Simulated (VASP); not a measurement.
# Sn3Se (Pm-3m) in VASP: further runs, part 2 of 3

VASP 6.6.1.

## (3) Single point, r2SCAN

This run uses another cell than the first one, of 26.12 Å³/atom, 1.032 times its volume.

Contents of POSCAR:

```
Sn3Se
1.0
    4.7100533498      0.0000000000      0.0000000000
    0.0000000000      4.7100533498      0.0000000000
    0.0000000000      0.0000000000      4.7100533498
Sn Se
3 1
Direct
    0.0000000000      0.5000000000      0.5000000000
    0.5000000000      0.0000000000      0.5000000000
    0.5000000000      0.5000000000      0.0000000000
    0.0000000000      0.0000000000      0.0000000000
```

Contents of INCAR.step1:

```
PREC = Accurate
ENCUT = 520
ISMEAR = 1
SIGMA = 0.15
LREAL = False
LASPH = True
NELM = 80
NBANDS = 32
GGA = PE
ALGO = Normal
EDIFF = 1E-4
LWAVE = True
LCHARG = False
```

Contents of INCAR.step2:

```
PREC = Accurate
ENCUT = 520
EDIFF = 1E-6
ISMEAR = 1
SIGMA = 0.15
LREAL = False
LASPH = True
NELM = 80
ALGO = Normal
ISIF = 2
LWAVE = False
LCHARG = True
METAGGA = R2SCAN
LMIXTAU = True
LELF = True
LVHAR = True
NBANDS = 32
ISTART = 1
```

Contents of KPOINTS:

```
regular mesh
0
Gamma
  5 5 5
```

Potentials or basis: VASP PAW PBE potentials, release 64 (Sn_d, Se).

On the command line:

```sh
> cat potpaw_PBE.64/Sn_d/POTCAR potpaw_PBE.64/Se/POTCAR > POTCAR
> cp INCAR.step1 INCAR
> mpirun -np 1 vasp_std > vasp.out
> cp INCAR.step2 INCAR
> mpirun -np 1 vasp_std > vasp.out
```

OUTCAR:

```text
PREC = Accurate
   ENCUT = 520
   EDIFF = 1E-6
   ISMEAR = 1
   LREAL = False
   LASPH = True
   NELM = 80
   ISIF = 2
   METAGGA = R2SCAN
   ISTART = 1

 ion  position               nearest neighbor table
   1  0.000  0.500  0.500-   2 3.33   3 3.33   3 3.33   2 3.33   2 3.33   3 3.33   3 3.33   2 3.33

   2  0.500  0.000  0.500-   1 3.33   3 3.33   3 3.33   1 3.33   3 3.33   3 3.33   1 3.33   1 3.33

   3  0.500  0.500  0.000-   1 3.33   2 3.33   1 3.33   2 3.33   2 3.33   2 3.33   1 3.33   1 3.33

   4  0.000  0.000  0.000-

  LATTYP: Found a simple cubic cell.
 ALAT       =     4.7100533498

  Lattice vectors:

 A1 = (   4.7100533498,   0.0000000000,   0.0000000000)
 A2 = (   0.0000000000,   4.7100533498,   0.0000000000)
 A3 = (   0.0000000000,   0.0000000000,   4.7100533498)

Analysis of symmetry for initial positions (statically):
=====================================================================
 Subroutine PRICEL returns:
 Original cell was already a primitive cell.

 Routine SETGRP: Setting up the symmetry group for a
 simple cubic supercell.

 Subroutine GETGRP returns: Found 48 space group operations
 (whereof 48 operations were pure point group operations)
 out of a pool of 48 trial point group operations.

The static configuration has the point symmetry O_h .

Analysis of symmetry for dynamics (positions and initial velocities):
=====================================================================
 Subroutine PRICEL returns:
 Original cell was already a primitive cell.

 Routine SETGRP: Setting up the symmetry group for a
 simple cubic supercell.

 Subroutine GETGRP returns: Found 48 space group operations
 (whereof 48 operations were pure point group operations)
 out of a pool of 48 trial point group operations.

The dynamic configuration has the point symmetry O_h .

 Subroutine INISYM returns: Found 48 space group operations
 (whereof 48 operations are pure point group operations),
 and found     1 'primitive' translations

----------------------------------------------------------------------------------------

                                     Primitive cell

  volume of cell :     104.4907

  direct lattice vectors                    reciprocal lattice vectors
     4.710053350  0.000000000  0.000000000     0.212311820  0.000000000  0.000000000
     0.000000000  4.710053350  0.000000000     0.000000000  0.212311820  0.000000000
     0.000000000  0.000000000  4.710053350     0.000000000  0.000000000  0.212311820

  length of vectors
     4.710053350  4.710053350  4.710053350     0.212311820  0.212311820  0.212311820

  position of ions in fractional coordinates (direct lattice)
     0.000000000  0.500000000  0.500000000
     0.500000000  0.000000000  0.500000000
     0.500000000  0.500000000  0.000000000
     0.000000000  0.000000000  0.000000000

  ion indices of the primitive-cell ions
   primitive index   ion index
                 1           1
                 2           2
                 3           3
                 4           4

----------------------------------------------------------------------------------------

 KPOINTS: regular mesh

Automatic generation of k-mesh.
 Grid dimensions read from file:
 generate k-points for:    5    5    5

 Generating k-lattice:

  Cartesian coordinates                     Fractional coordinates (reciprocal lattice)
     0.042462364  0.000000000  0.000000000     0.200000000  0.000000000  0.000000000
     0.000000000  0.042462364  0.000000000     0.000000000  0.200000000  0.000000000
     0.000000000  0.000000000  0.042462364     0.000000000  0.000000000  0.200000000

  Length of vectors
     0.042462364  0.042462364  0.042462364

  Shift w.r.t. Gamma in fractional coordinates (k-lattice)
     0.000000000  0.000000000  0.000000000

 Subroutine IBZKPT returns following result:
 ===========================================

 Found     10 irreducible k-points:

 Following reciprocal coordinates:
            Coordinates               Weight
  0.000000  0.000000  0.000000      1.000000
  0.200000  0.000000  0.000000      6.000000
  0.400000  0.000000  0.000000      6.000000
  0.200000  0.200000  0.000000     12.000000
  0.400000  0.200000  0.000000     24.000000
  0.400000  0.400000  0.000000     12.000000
  0.200000  0.200000  0.200000      8.000000
  0.400000  0.200000  0.200000     24.000000
  0.400000  0.400000  0.200000     24.000000
  0.400000  0.400000  0.400000      8.000000
   k-points           NKPTS =     10   k-points in BZ     NKDIM =     10   number of bands    NBANDS=     32
   number of dos      NEDOS =    301   number of ions     NIONS =      4
   total plane-waves  NPLWV =  46656
   dimension x,y,z NGX =    36 NGY =   36 NGZ =   36
   dimension x,y,z NGXF=    72 NGYF=   72 NGZF=   72
   ions per type =               3   1
   NGX,Y,Z   is equivalent  to a cutoff of  12.71, 12.71, 12.71 a.u.
   NGXF,Y,Z  is equivalent  to a cutoff of  25.41, 25.41, 25.41 a.u.
 SYSTEM =  unknown system
   PREC   = accura    normal or accurate (medium, high low for compatibility)
   ISTART =      1    job   : 0-new  1-cont  2-samecut
   ICHARG =      0    charge: 1-file 2-atom 10-const
   ISPIN  =      1    spin polarized calculation?
   LNONCOLLINEAR =      F non collinear calculations
   LSORBIT =      F    spin-orbit coupling
   LASPH  =      T    aspherical Exc in radial PAW
   ENCUT  =  520.0 eV  38.22 Ry    6.18 a.u.   8.76  8.76  8.76*2*pi/ulx,y,z
   NELM   =     80;   NELMIN=  2; NELMDL=  0     # of ELM steps
   EDIFF  = 0.1E-05   stopping-criterion for ELM
   LREAL  =      F    real-space projection
   EDIFFG = 0.1E-04   stopping-criterion for IOM
   NSW    =      0    number of steps for IOM
   IBRION =     -1    ionic relax: 0-MD 1-quasi-New 2-CG
   NFREE  =      0    steps in history (QN), initial steepest desc. (CG)
   ISIF   =      2    stress and relaxation
   ISYM   =      2    0-nonsym 1-usesym 2-fastsym
   POTIM  = 0.5000    time-step for ionic-motion
   TEBEG  =    0.0;   TEEND  =   0.0 temperature during run
   PSTRESS=    0.0 pullay stress
   NELECT =      48.0000    total number of electrons
   NUPDOWN=      -1.0000    fix difference up-down
   EMIN   =  10.00;   EMAX   =-10.00  energy-range for DOS
   EFERMI =   0.00;   METHOD = LEGACY
   ISMEAR =     1;   SIGMA  =   0.15  broadening in eV -4-tet -1-fermi 0-gaus
   EFERMI_NEDOS =   21; number of points for ismear=-14 and -15
   IALGO  =     38    algorithm
   IMIX   =      4    mixing-type and parameters
     AMIX     =   0.40;   BMIX     =  1.00
     AMIX_MAG =   1.60;   BMIX_MAG =  1.00
  volume/ion in A,a.u.               =      26.12       176.28
  Fermi-wavevector in a.u.,A,eV,Ry     =   1.263173  2.387050 21.709530  1.595605
  Thomas-Fermi vector in A             =   2.396543
   LORBIT       =      0    0 simple, 1 ext, 2 COOP (PROOUT), +10 PAW based schemes
   METAGGA = R2SCAN    functional components
   LHFCALC =     F    Hartree Fock is set to
   AEXX    =    0.0000 exact exchange contribution
   IVDW    =     0    specifies the selected vdW correction
   LEPSILON=     F    determine dielectric tensor
   LRPA    =     F    only Hartree local field effects (RPA)
 non-spin polarized calculation
 Methfessel and Paxton  Order N= 1 SIGMA  =   0.15
  energy-cutoff  :      520.00
  volume of cell :      104.49
 maximum number of plane-waves:      2836
 NGX is ok and might be reduce to    36
   NGX = 17   NGY = 17   NGZ = 17

 number of electron      47.9999962 magnetization

 Free energy of the ion-electron system (eV)
  ---------------------------------------------------
  ext. energy  EPLUGINS =         0.00000000
  ---------------------------------------------------
  free energy    TOTEN  =       -87.72348689 eV

  energy without entropy =      -87.72943281  energy(sigma->0) =      -87.72546886

 E-fermi :   7.4314     XC(G=0): -11.0096

 val. band max:        7.3466286197   @ k =   0.4000   0.2000   0.2000
 cond. band min:       7.5434937956   @ k =   0.4000   0.0000   0.0000
 fundamental gap:      0.1968651759
 Fermi energy:         7.4314152647

 k-point     1 :       0.0000    0.0000    0.0000
  band No.  band energies     occupation
      1     -15.1430      2.00000
      2     -15.1430      2.00000
      3     -15.1430      2.00000
      4     -15.1277      2.00000
      5     -15.1277      2.00000
      6     -15.0748      2.00000
[... 339 lines left out ...]
     31      13.6198      0.00000
     32      15.6451      0.00000

------------------------ aborting loop because EDIFF is reached ----------------------------------------

  FORCE on cell =-STRESS in cart. coord.  units (eV):
  Direction    XX          YY          ZZ          XY          YZ          ZX
  --------------------------------------------------------------------------------------
  -------------------------------------------------------------------------------------
  Total        0.6658495      0.6658495      0.6658495     -0.0000000     -0.0000000      0.0000000
  in kB       10.2096099     10.2096099     10.2096099     -0.0000000     -0.0000000      0.0000000
  external PRESSURE =      10.2096099 kB  Pullay stress =       0.0000000 kB

 VOLUME and BASIS-vectors are now :
 -----------------------------------------------------------------------------
  energy-cutoff  :      520.00
  volume of cell :      104.49
      direct lattice vectors                 reciprocal lattice vectors
     4.710053350  0.000000000  0.000000000     0.212311820  0.000000000  0.000000000
     0.000000000  4.710053350  0.000000000     0.000000000  0.212311820  0.000000000
     0.000000000  0.000000000  4.710053350     0.000000000  0.000000000  0.212311820

 POSITION                                       TOTAL-FORCE (eV/Angst)
 -----------------------------------------------------------------------------------
      0.00000      2.35503      2.35503         0.000000      0.000000      0.000000
      2.35503      0.00000      2.35503         0.000000      0.000000      0.000000
      2.35503      2.35503      0.00000         0.000000      0.000000      0.000000
      0.00000      0.00000      0.00000         0.000000      0.000000      0.000000
 -----------------------------------------------------------------------------------
    total drift:                                0.000000      0.000000      0.000000

  FREE ENERGIE OF THE ION-ELECTRON SYSTEM (eV)
  ---------------------------------------------------
  free  energy   TOTEN  =       -87.7234868925 eV

  energy  without entropy=      -87.7294328088  energy(sigma->0) =      -87.72546886
```

It used 82 s of CPU time on 1 thread of Intel Xeon 6975P-C, with other jobs on the host.

Results:

* Free energy: -87.7235 eV
* Pressure: 1.0 GPa
* Band gap on the k mesh: zero (band 24 reaches 8.58 eV, above the bottom of band 25 at 6.96 eV)

Levels at points of the mesh, in eV from the Fermi level:
```csv
k point,band 22,band 23,band 24,band 25,band 26,band 27
"(0.00, 0.00, 0.00)",-4.67,-0.13,-0.13,-0.13,2.44,2.44
```

Caveat: the PAW data sets were made with another functional, which shifts forces and pressure a little; spin-orbit coupling is left out, which moves the levels of the heavy elements.

## (4) Single point, r2SCAN

This run uses another cell than the first one, of 26.92 Å³/atom, 1.063 times its volume.

Contents of POSCAR:

```
Sn3Se
1.0
    4.7576328666      0.0000000000      0.0000000000
    0.0000000000      4.7576328666      0.0000000000
    0.0000000000      0.0000000000      4.7576328666
Sn Se
3 1
Direct
    0.0000000000      0.5000000000      0.5000000000
    0.5000000000      0.0000000000      0.5000000000
    0.5000000000      0.5000000000      0.0000000000
    0.0000000000      0.0000000000      0.0000000000
```

Contents of INCAR.step1:

```
SYSTEM = Sn3Se
PREC = Accurate
ENCUT = 520
ISMEAR = 1
SIGMA = 0.15
LREAL = .False.
LASPH = .True.
NELM = 60
NBANDS = 32
GGA = PE
ALGO = Normal
EDIFF = 1E-4
LWAVE = .True.
LCHARG = .False.
```

Contents of INCAR.step2:

```
SYSTEM = Sn3Se
PREC = Accurate
ENCUT = 520
EDIFF = 1E-6
ISMEAR = 1
SIGMA = 0.15
LREAL = .False.
LASPH = .True.
NELM = 60
ALGO = Normal
ISIF = 2
LWAVE = .False.
LCHARG = .True.
METAGGA = R2SCAN
LMIXTAU = .True.
LELF = .True.
LVHAR = .True.
NBANDS = 32
ISTART = 1
```

Contents of KPOINTS:

```
regular mesh
0
Gamma
  5 5 5
  0 0 0
```

On the command line:

```sh
> cat potpaw_PBE.64/Sn_d/POTCAR potpaw_PBE.64/Se/POTCAR > POTCAR
> cp INCAR.step1 INCAR
> mpirun -np 1 vasp_std > vasp.out
> cp INCAR.step2 INCAR
> mpirun -np 1 vasp_std > vasp.out
```

Wall time 1.8 min (1 thread of Intel Xeon 6975P-C, shared host); peak memory 0.22 GiB.

The run converged. Its results:

```
Free energy            : -87.7290 eV
Pressure               : -0.6 GPa
Band gap on the k mesh : zero (band 24 reaches 8.17 eV, above the bottom of band 25 at 6.62 eV)
```

Levels at points of the mesh, in eV from the Fermi level:
```tsv
k point	band 22	band 23	band 24	band 25	band 26	band 27
(0.00, 0.00, 0.00)	-4.50	-0.12	-0.12	-0.12	2.40	2.40
```

Caveat: the PAW data sets were made with another functional, which shifts forces and pressure a little; spin-orbit coupling is left out, which moves the levels of the heavy elements.

## (5) Single point, r2SCAN

This run uses another cell than the first one, of 27.72 Å³/atom, 1.095 times its volume.

Contents of POSCAR:

```
Sn3Se
1.0
    4.8042793006      0.0000000000      0.0000000000
    0.0000000000      4.8042793006      0.0000000000
    0.0000000000      0.0000000000      4.8042793006
Sn Se
3 1
Direct
    0.0000000000      0.5000000000      0.5000000000
    0.5000000000      0.0000000000      0.5000000000
    0.5000000000      0.5000000000      0.0000000000
    0.0000000000      0.0000000000      0.0000000000
```

INCAR.step1 is that of step 4.

Changes to INCAR.step2 since step 4:

```diff
@@ -12,7 +12,5 @@
 LWAVE = .False.
-LCHARG = .True.
+LCHARG = .False.
 METAGGA = R2SCAN
 LMIXTAU = .True.
-LELF = .True.
-LVHAR = .True.
 NBANDS = 32
```

Contents of KPOINTS:

```
Automatic mesh
0
Gamma
  5 5 5
  0 0 0
```

Potentials or basis: VASP PAW PBE potentials, release 64 (Sn_d, Se).

On the command line:

```sh
> cat potpaw_PBE.64/Sn_d/POTCAR potpaw_PBE.64/Se/POTCAR > POTCAR
> cp INCAR.step1 INCAR
> mpirun -np 1 vasp_std > vasp.out
> cp INCAR.step2 INCAR
> mpirun -np 1 vasp_std > vasp.out
```

OUTCAR:

```text
SYSTEM = Sn3Se
   PREC = Accurate
   ENCUT = 520
   EDIFF = 1E-6
   ISMEAR = 1
   LREAL = .False.
   LASPH = .True.
   NELM = 60
   ISIF = 2
   METAGGA = R2SCAN
   ISTART = 1

 ion  position               nearest neighbor table
   1  0.000  0.500  0.500-   2 3.40   3 3.40   3 3.40   2 3.40   2 3.40   3 3.40   3 3.40   2 3.40

   2  0.500  0.000  0.500-   1 3.40   3 3.40   3 3.40   1 3.40   3 3.40   3 3.40   1 3.40   1 3.40

   3  0.500  0.500  0.000-   1 3.40   2 3.40   1 3.40   2 3.40   2 3.40   2 3.40   1 3.40   1 3.40

   4  0.000  0.000  0.000-

  LATTYP: Found a simple cubic cell.
 ALAT       =     4.8042793006

  Lattice vectors:

 A1 = (   4.8042793006,   0.0000000000,   0.0000000000)
 A2 = (   0.0000000000,   4.8042793006,   0.0000000000)
 A3 = (   0.0000000000,   0.0000000000,   4.8042793006)

Analysis of symmetry for initial positions (statically):
=====================================================================
 Subroutine PRICEL returns:
 Original cell was already a primitive cell.

 Routine SETGRP: Setting up the symmetry group for a
 simple cubic supercell.

 Subroutine GETGRP returns: Found 48 space group operations
 (whereof 48 operations were pure point group operations)
 out of a pool of 48 trial point group operations.

The static configuration has the point symmetry O_h .

Analysis of symmetry for dynamics (positions and initial velocities):
=====================================================================
 Subroutine PRICEL returns:
 Original cell was already a primitive cell.

 Routine SETGRP: Setting up the symmetry group for a
 simple cubic supercell.
[... 106 lines left out ...]
   NUPDOWN=      -1.0000    fix difference up-down
   EMIN   =  10.00;   EMAX   =-10.00  energy-range for DOS
   EFERMI =   0.00;   METHOD = LEGACY
   ISMEAR =     1;   SIGMA  =   0.15  broadening in eV -4-tet -1-fermi 0-gaus
   EFERMI_NEDOS =   21; number of points for ismear=-14 and -15
   IALGO  =     38    algorithm
   IMIX   =      4    mixing-type and parameters
     AMIX     =   0.40;   BMIX     =  1.00
     AMIX_MAG =   1.60;   BMIX_MAG =  1.00
  volume/ion in A,a.u.               =      27.72       187.08
  Fermi-wavevector in a.u.,A,eV,Ry     =   1.238398  2.340233 20.866306  1.533630
  Thomas-Fermi vector in A             =   2.372925
   LORBIT       =      0    0 simple, 1 ext, 2 COOP (PROOUT), +10 PAW based schemes
   METAGGA = R2SCAN    functional components
   LHFCALC =     F    Hartree Fock is set to
   AEXX    =    0.0000 exact exchange contribution
   IVDW    =     0    specifies the selected vdW correction
   LEPSILON=     F    determine dielectric tensor
   LRPA    =     F    only Hartree local field effects (RPA)
 non-spin polarized calculation
 Methfessel and Paxton  Order N= 1 SIGMA  =   0.15
  energy-cutoff  :      520.00
  volume of cell :      110.89
 maximum number of plane-waves:      3005
 NGX is ok and might be reduce to    36
   NGX = 17   NGY = 17   NGZ = 17

 number of electron      48.0000051 magnetization

 Free energy of the ion-electron system (eV)
  ---------------------------------------------------
  ext. energy  EPLUGINS =         0.00000000
  ---------------------------------------------------
  free energy    TOTEN  =       -87.70428505 eV

  energy without entropy =      -87.70916989  energy(sigma->0) =      -87.70591333

 E-fermi :   6.7172     XC(G=0): -10.6996

 val. band max:        6.6277292131   @ k =   0.4000   0.2000   0.2000
 cond. band min:       6.8929222851   @ k =   0.4000   0.2000   0.0000
 fundamental gap:      0.2651930720
 Fermi energy:         6.7171713102

 k-point     1 :       0.0000    0.0000    0.0000
  band No.  band energies     occupation
      1     -15.8080      2.00000
      2     -15.8080      2.00000
      3     -15.8080      2.00000
      4     -15.8050      2.00000
      5     -15.8050      2.00000
      6     -15.7427      2.00000
[... 339 lines left out ...]
     31      12.5627      0.00000
     32      14.6792      0.00000

------------------------ aborting loop because EDIFF is reached ----------------------------------------

  FORCE on cell =-STRESS in cart. coord.  units (eV):
  Direction    XX          YY          ZZ          XY          YZ          ZX
  --------------------------------------------------------------------------------------
  -------------------------------------------------------------------------------------
  Total       -1.3549873     -1.3549873     -1.3549873      0.0000000      0.0000000     -0.0000000
  in kB      -19.5776728    -19.5776728    -19.5776728      0.0000000      0.0000000     -0.0000000
  external PRESSURE =     -19.5776728 kB  Pullay stress =       0.0000000 kB

 VOLUME and BASIS-vectors are now :
 -----------------------------------------------------------------------------
  energy-cutoff  :      520.00
  volume of cell :      110.89
      direct lattice vectors                 reciprocal lattice vectors
     4.804279301  0.000000000  0.000000000     0.208147765  0.000000000  0.000000000
     0.000000000  4.804279301  0.000000000     0.000000000  0.208147765  0.000000000
     0.000000000  0.000000000  4.804279301     0.000000000  0.000000000  0.208147765

 POSITION                                       TOTAL-FORCE (eV/Angst)
 -----------------------------------------------------------------------------------
      0.00000      2.40214      2.40214         0.000000      0.000000      0.000000
      2.40214      0.00000      2.40214         0.000000      0.000000      0.000000
      2.40214      2.40214      0.00000         0.000000      0.000000      0.000000
      0.00000      0.00000      0.00000         0.000000      0.000000      0.000000
 -----------------------------------------------------------------------------------
    total drift:                                0.000000      0.000000      0.000000

  FREE ENERGIE OF THE ION-ELECTRON SYSTEM (eV)
  ---------------------------------------------------
  free  energy   TOTEN  =       -87.7042850529 eV

  energy  without entropy=      -87.7091698938  energy(sigma->0) =      -87.70591333
```

It took 91 s on 1 thread of Intel Xeon 6975P-C, shared host; peak memory 0.22 GiB.

Results:

```
Free energy            : -87.7043 eV
Pressure               : -2.0 GPa
Band gap on the k mesh : zero (band 24 reaches 7.78 eV, above the bottom of band 25 at 6.30 eV)
```

Caveat: the PAW data sets were made with another functional, which shifts forces and pressure a little; spin-orbit coupling is left out, which moves the levels of the heavy elements.

(Continued in part 3 of 3.)
